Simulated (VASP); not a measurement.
A run of VASP 6.6.1:

The input INCAR:

```
PREC = Accurate
ENCUT = 520
EDIFF = 1E-7
ISMEAR = 0
SIGMA = 0.1
LREAL = False
LASPH = True
NELM = 60
ALGO = Normal
ISIF = 2
LWAVE = False
LCHARG = False
GGA = PS
NBANDS = 38
```

Contents of KPOINTS:

```
regular mesh
0
Gamma
  12 12 6
```

POSCAR

```
TaSi2
1.0
    4.7609902416      0.0000000000      0.0000000000
   -2.3804951208      4.1231384964      0.0000000000
    0.0000000000      0.0000000000      6.8183887569
Ta Si
3 6
Direct
    0.5000000000      0.0000000000      0.0000000000
    0.5000000000      0.5000000000      0.6666666667
    0.0000000000      0.5000000000      0.3333333333
    0.1604816871      0.3209633742      0.0000000000
    0.8395183129      0.1604816871      0.6666666667
    0.6790366258      0.8395183129      0.3333333333
    0.8395183129      0.6790366258      0.0000000000
    0.1604816871      0.8395183129      0.6666666667
    0.3209633742      0.1604816871      0.3333333333
```

Potentials or basis: VASP PAW PBE potentials, release 64 (Ta_pv, Si).

Command:

```console
$ cat potpaw_PBE.64/Ta_pv/POTCAR potpaw_PBE.64/Si/POTCAR > POTCAR
$ mpirun -np 1 vasp_std > vasp.out
```

Hardware: 1 thread of Intel(R) Xeon(R) 6975P-C (Granite Rapids), with other jobs on the host.

Q: Estimate the wall time of this run.

A: It took 3.1 min on 1 thread of Intel(R) Xeon(R) 6975P-C (Granite Rapids), on a shared host, peak memory 0.44 GiB. Counts: scf iterations 14, k points 76.
